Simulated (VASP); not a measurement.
O: single point with PBE

The system is O.

```
O
1.0
     4.00264    0.00000   -0.05063
     0.00000    3.98671    0.00000
    -1.05416    0.00000    2.76409
O
4
Cartesian
  0.6485 2.7384 1.8331
  1.7729 2.7384 2.2624
  2.3000 1.2483 0.8803
  1.1756 1.2483 0.4511
```

This cell differs from its parent crystal: strain -1.0%.

| Quantity | Value |
| --- | --- |
| Program | VASP 6.6.1 |
| Task | single point |
| Functional | PBE |
| Potentials or basis | VASP PAW PBE potentials, release 64 (O) |
| Cutoff | 520 eV |
| k mesh | 8 × 6 × 10 |
| Occupations | fermi-dirac, width 0.02 eV |
| Spin | no spin polarisation |

```
Pressure               : 10.6 GPa
Largest force          : 2.026 eV/Å
Band gap on the k mesh : 0.90 eV
```

Forces on the atoms (eV/Å):
```
O   -1.892  0.081 -0.719
O    1.892  0.081  0.719
O    1.892 -0.081  0.719
O   -1.892 -0.081 -0.719
```

Stress tensor (GPa, compression positive):
```
19.55  0.00  5.23
 0.00  4.42  0.00
 5.23  0.00  7.73
```

Levels at points of the mesh, in eV from the valence-band top:
```
           k point  band 9  band 10  band 11  band 12  band 13  band 14  band 15  band 16
(0.00, 0.00, 0.00)   -4.66    -4.55    -0.63    -0.50     1.93     1.93     9.36    11.41
(0.50, 0.00, 0.00)   -4.74    -4.64    -1.18    -0.12     1.97     2.12     7.23    10.31
(0.00, 0.50, 0.00)   -5.11    -4.91    -0.34    -0.01     1.22     1.71    10.38    11.46
(0.50, 0.50, 0.00)   -5.12    -5.00    -0.19     0.00     0.90     1.95     8.10     9.44
(0.00, 0.00, 0.50)   -5.06    -5.06    -0.99    -0.99     1.64     1.64    10.09    10.09
(0.50, 0.00, 0.50)   -5.06    -5.06    -0.99    -0.99     1.64     1.64    10.08    10.08
(0.00, 0.50, 0.50)   -4.34    -4.34    -1.53    -1.53     2.27     2.27    10.19    10.19
(0.50, 0.50, 0.50)   -4.34    -4.34    -1.53    -1.53     2.27     2.27    10.18    10.18
```

Wall time 3.1 min on 1 thread of Intel Xeon 8259CL (shared host), peak memory 0.22 GiB.

Caveat: the cell differs from its parent crystal (strain -1.0%); the standard files for N, O and F lose accuracy on very short bonds; spin is off for a triplet molecule; the cell stands under pressure; this functional lacks dispersion, which holds the molecules together, so the pressure and a relaxed volume are unreliable; forces of over 1 eV/Å act on the atoms, so gaps and moduli don't describe the material at rest. A k mesh can miss the band edges.
